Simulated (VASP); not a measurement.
# K2NaBF6 (Fm-3m) in VASP: single point with r2SCAN

Aim: the single point of K2NaBF6 with r2SCAN.

All numbers are computed with VASP 6.6.1; they aren't measurements. Logs are shortened: lines on timing, memory, paths and dates and some standing lists are left out, and cuts for length are marked.

## Step 1: The cell of the first run

The structure is cubic, space group Fm-3m (No. 225). The conventional cell has a = 7.789 Å, b = 7.789 Å, c = 7.789 Å, α = 90.00°, β = 90.00°, γ = 90.00°. Within 3.7 Å of K (site symmetry -43m) lie 12 F at 2.77 Å and 4 Na at 3.37 Å and 4 B at 3.37 Å. Na (site symmetry m-3m) has 6 F at 2.26 Å within 3.0 Å. Within 2.2 Å of B (site symmetry m-3m) lie 6 F at 1.63 Å. Within 2.4 Å of F (site symmetry 4mm) lie 1 B at 1.63 Å and 1 Na at 2.26 Å and 4 F at 2.31 Å.

## Step 2: Single point, r2SCAN

The input, POSCAR:

```
K2NaBF6
1.0
    0.0000000000      3.8947445579      3.8947445579
    3.8947445579      0.0000000000      3.8947445579
    3.8947445579      3.8947445579      0.0000000000
K Na B F
2 1 1 6
Direct
    0.2500000000      0.2500000000      0.2500000000
    0.7500000000      0.7500000000      0.7500000000
    0.5000000000      0.5000000000      0.5000000000
    0.0000000000      0.0000000000      0.0000000000
    0.7901926833      0.2098073167      0.2098073167
    0.2098073167      0.7901926833      0.2098073167
    0.2098073167      0.7901926833      0.7901926833
    0.7901926833      0.2098073167      0.7901926833
    0.2098073167      0.2098073167      0.7901926833
    0.7901926833      0.7901926833      0.2098073167
```

The input, INCAR.step1:

```
PREC = Accurate ; ENCUT = 660
ISMEAR = 0 ; SIGMA = 0.0588
LREAL = False ; LASPH = True
NELM = 120 ; NBANDS = 46
GGA = PE ; ALGO = Normal
EDIFF = 1E-5 ; LWAVE = True
LCHARG = False ; GGA_COMPAT = False
```

The input, INCAR.step2:

```
PREC = Accurate ; ENCUT = 660
EDIFF = 1E-6 ; ISMEAR = 0
SIGMA = 0.0588 ; LREAL = False
LASPH = True ; NELM = 120
ALGO = Normal ; ISIF = 2
LWAVE = False ; LCHARG = True
METAGGA = R2SCAN ; LMIXTAU = True
LELF = True ; LVHAR = True
NBANDS = 46 ; ISTART = 1
GGA_COMPAT = False
```

The input, KPOINTS:

```
Automatic mesh
0
Gamma
  6 6 6
```

Potentials or basis: VASP PAW PBE potentials, release 64 (K_sv, Na_pv, B, F).

Started as:

```console
> cat potpaw_PBE.64/K_sv/POTCAR potpaw_PBE.64/Na_pv/POTCAR potpaw_PBE.64/B/POTCAR potpaw_PBE.64/F/POTCAR > POTCAR
> cp INCAR.step1 INCAR
> mpirun -np 1 vasp_std > vasp.out
> cp INCAR.step2 INCAR
> mpirun -np 1 vasp_std > vasp.out
```

OUTCAR:

```text
PREC = Accurate
   ENCUT = 660
   EDIFF = 1E-6
   ISMEAR = 0
   LREAL = False
   LASPH = True
   NELM = 120
   ISIF = 2
   METAGGA = R2SCAN
   ISTART = 1

 ion  position               nearest neighbor table
   1  0.250  0.250  0.250-   5 2.77   8 2.77  10 2.77   6 2.77   7 2.77  10 2.77   7 2.77   8 2.77
                             9 2.77   5 2.77   6 2.77   9 2.77
   2  0.750  0.750  0.750-   5 2.77   6 2.77  10 2.77   5 2.77   8 2.77   9 2.77   6 2.77   7 2.77
                             9 2.77   7 2.77   8 2.77  10 2.77
   3  0.500  0.500  0.500-   5 2.26   6 2.26   7 2.26   8 2.26   9 2.26  10 2.26
   4  0.000  0.000  0.000-   5 1.63   6 1.63   7 1.63   8 1.63   9 1.63  10 1.63
   5  0.790  0.210  0.210-   4 1.63   3 2.26   2 2.77   2 2.77   1 2.77   1 2.77
   6  0.210  0.790  0.210-   4 1.63   3 2.26   2 2.77   2 2.77   1 2.77   1 2.77
   7  0.210  0.790  0.790-   4 1.63   3 2.26   2 2.77   1 2.77   1 2.77   2 2.77
   8  0.790  0.210  0.790-   4 1.63   3 2.26   2 2.77   1 2.77   1 2.77   2 2.77
   9  0.210  0.210  0.790-   4 1.63   3 2.26   2 2.77   2 2.77   1 2.77   1 2.77
  10  0.790  0.790  0.210-   4 1.63   3 2.26   2 2.77   1 2.77   1 2.77   2 2.77

  LATTYP: Found a face centered cubic cell.
 ALAT       =     7.7894891158

  Lattice vectors:

 A1 = (   0.0000000000,   3.8947445579,   3.8947445579)
 A2 = (   3.8947445579,   0.0000000000,   3.8947445579)
 A3 = (   3.8947445579,   3.8947445579,   0.0000000000)

Analysis of symmetry for initial positions (statically):
=====================================================================
 Subroutine PRICEL returns:
 Original cell was already a primitive cell.

 Routine SETGRP: Setting up the symmetry group for a
 face centered cubic supercell.

 Subroutine GETGRP returns: Found 48 space group operations
 (whereof 48 operations were pure point group operations)
 out of a pool of 48 trial point group operations.

The static configuration has the point symmetry O_h .

Analysis of symmetry for dynamics (positions and initial velocities):
=====================================================================
 Subroutine PRICEL returns:
 Original cell was already a primitive cell.

 Routine SETGRP: Setting up the symmetry group for a
 face centered cubic supercell.

 Subroutine GETGRP returns: Found 48 space group operations
 (whereof 48 operations were pure point group operations)
 out of a pool of 48 trial point group operations.

The dynamic configuration has the point symmetry O_h .

 Subroutine INISYM returns: Found 48 space group operations
[... 113 lines left out ...]
   TEBEG  =    0.0;   TEEND  =   0.0 temperature during run
   PSTRESS=    0.0 pullay stress
   NELECT =      70.0000    total number of electrons
   NUPDOWN=      -1.0000    fix difference up-down
   EMIN   =  10.00;   EMAX   =-10.00  energy-range for DOS
   EFERMI =   0.00;   METHOD = LEGACY
   ISMEAR =     0;   SIGMA  =   0.06  broadening in eV -4-tet -1-fermi 0-gaus
   EFERMI_NEDOS =   21; number of points for ismear=-14 and -15
   IALGO  =     38    algorithm
   IMIX   =      4    mixing-type and parameters
     AMIX     =   0.40;   BMIX     =  1.00
     AMIX_MAG =   1.60;   BMIX_MAG =  1.00
  volume/ion in A,a.u.               =      11.82        79.74
  Fermi-wavevector in a.u.,A,eV,Ry     =   1.374945  2.598269 25.721442  1.890473
  Thomas-Fermi vector in A             =   2.500325
   LORBIT       =      0    0 simple, 1 ext, 2 COOP (PROOUT), +10 PAW based schemes
   METAGGA = R2SCAN    functional components
   LHFCALC =     F    Hartree Fock is set to
   AEXX    =    0.0000 exact exchange contribution
   IVDW    =     0    specifies the selected vdW correction
   LEPSILON=     F    determine dielectric tensor
   LRPA    =     F    only Hartree local field effects (RPA)
 non-spin polarized calculation
 Gauss-broadening in eV      SIGMA  =   0.06
  energy-cutoff  :      660.00
  volume of cell :      118.16
 maximum number of plane-waves:      4576
 NGX is ok and might be reduce to    48
   NGX = 23   NGY = 23   NGZ = 23

 number of electron      70.0000006 magnetization

 Free energy of the ion-electron system (eV)
  ---------------------------------------------------
  ext. energy  EPLUGINS =         0.00000000
  ---------------------------------------------------
  free energy    TOTEN  =       -70.06622277 eV

  energy without entropy =      -70.06622277  energy(sigma->0) =      -70.06622277

 E-fermi :  -1.4237     XC(G=0): -10.4219

 val. band max:       -1.7762428174   @ k =   0.0000   0.0000   0.0000
 cond. band min:       6.3118316989   @ k =   0.0000   0.0000   0.0000
 fundamental gap:      8.0880745162
 Fermi energy:        -1.4237273826

 k-point     1 :       0.0000    0.0000    0.0000
  band No.  band energies     occupation
      1     -28.6853      2.00000
      2     -28.5928      2.00000
      3     -24.7446      2.00000
      4     -23.5732      2.00000
      5     -23.5732      2.00000
      6     -23.5732      2.00000
[... 773 lines left out ...]
     45      11.9278      0.00000
     46      12.2995      0.00000

------------------------ aborting loop because EDIFF is reached ----------------------------------------

  FORCE on cell =-STRESS in cart. coord.  units (eV):
  Direction    XX          YY          ZZ          XY          YZ          ZX
  --------------------------------------------------------------------------------------
  -------------------------------------------------------------------------------------
  Total       -0.1955208     -0.1955208     -0.1955208     -0.0000000      0.0000000     -0.0000000
  in kB       -2.6511639     -2.6511639     -2.6511639     -0.0000000      0.0000000     -0.0000000
  external PRESSURE =      -2.6511639 kB  Pullay stress =       0.0000000 kB

 VOLUME and BASIS-vectors are now :
 -----------------------------------------------------------------------------
  energy-cutoff  :      660.00
  volume of cell :      118.16
      direct lattice vectors                 reciprocal lattice vectors
     0.000000000  3.894744558  3.894744558    -0.128378124  0.128378124  0.128378124
     3.894744558  0.000000000  3.894744558     0.128378124 -0.128378124  0.128378124
     3.894744558  3.894744558  0.000000000     0.128378124  0.128378124 -0.128378124

 POSITION                                       TOTAL-FORCE (eV/Angst)
 -----------------------------------------------------------------------------------
      1.94737      1.94737      1.94737        -0.000000     -0.000000      0.000000
      5.84212      5.84212      5.84212        -0.000000     -0.000000     -0.000000
      3.89474      3.89474      3.89474        -0.000000     -0.000000      0.000000
      0.00000      0.00000      0.00000        -0.000000     -0.000000      0.000000
      1.63429      3.89474      3.89474         0.057394     -0.000000      0.000000
      3.89474      1.63429      3.89474        -0.000000      0.057394      0.000000
      6.15520      3.89474      3.89474        -0.057394     -0.000000      0.000000
      3.89474      6.15520      3.89474        -0.000000     -0.057394      0.000000
      3.89474      3.89474      1.63429        -0.000000     -0.000000      0.057394
      3.89474      3.89474      6.15520        -0.000000     -0.000000     -0.057394
 -----------------------------------------------------------------------------------
    total drift:                                0.000000      0.000000      0.000000

  FREE ENERGIE OF THE ION-ELECTRON SYSTEM (eV)
  ---------------------------------------------------
  free  energy   TOTEN  =       -70.0662227701 eV

  energy  without entropy=      -70.0662227701  energy(sigma->0) =      -70.06622277
```

OUTCAR.step1:

```text
PREC = Accurate
   ENCUT = 660
   ISMEAR = 0
   LREAL = False
   LASPH = True
[... 1027 lines left out ...]
      6.15520      3.89474      3.89474        -0.245593      0.000000      0.000000
      3.89474      6.15520      3.89474         0.000000     -0.245593      0.000000
      3.89474      3.89474      1.63429         0.000000      0.000000      0.245593
      3.89474      3.89474      6.15520         0.000000      0.000000     -0.245593
 -----------------------------------------------------------------------------------
    total drift:                                0.000000      0.000000      0.000000

  FREE ENERGIE OF THE ION-ELECTRON SYSTEM (eV)
  ---------------------------------------------------
  free  energy   TOTEN  =       -46.9408412096 eV

  energy  without entropy=      -46.9408412096  energy(sigma->0) =      -46.94084121
```

Run time: 9.8 min. Hardware: 1 thread of Intel Xeon 8259CL, shared host; peak memory 0.43 GiB.

What came out:

- Free energy: -70.0662 eV
- Pressure: -0.3 GPa
- Largest force: 0.057 eV/Å
- Band gap on the k mesh: 8.09 eV

Forces on the atoms (eV/Å):
```
K    0.000  0.000  0.000
K    0.000  0.000  0.000
Na   0.000  0.000  0.000
B    0.000  0.000  0.000
F    0.057  0.000  0.000
F    0.000  0.057  0.000
F   -0.057  0.000  0.000
F    0.000 -0.057  0.000
F    0.000  0.000  0.057
F    0.000  0.000 -0.057
```

Levels at points of the mesh, in eV from the valence-band top:
```
           k point  band 31  band 32  band 33  band 34  band 35  band 36  band 37  band 38  band 39  band 40
(0.00, 0.00, 0.00)    -0.70    -0.70     0.00     0.00     0.00     8.09    10.66    10.66    11.18    11.18
(0.50, 0.00, 0.00)    -0.79    -0.79    -0.18    -0.18    -0.13     9.98    10.65    11.79    11.79    12.36
(0.50, 0.50, 0.00)    -0.88    -0.88    -0.38    -0.38    -0.02    10.70    10.91    11.58    11.88    12.18
```

Caveat: the PAW data sets were made with another functional, which shifts forces and pressure a little.
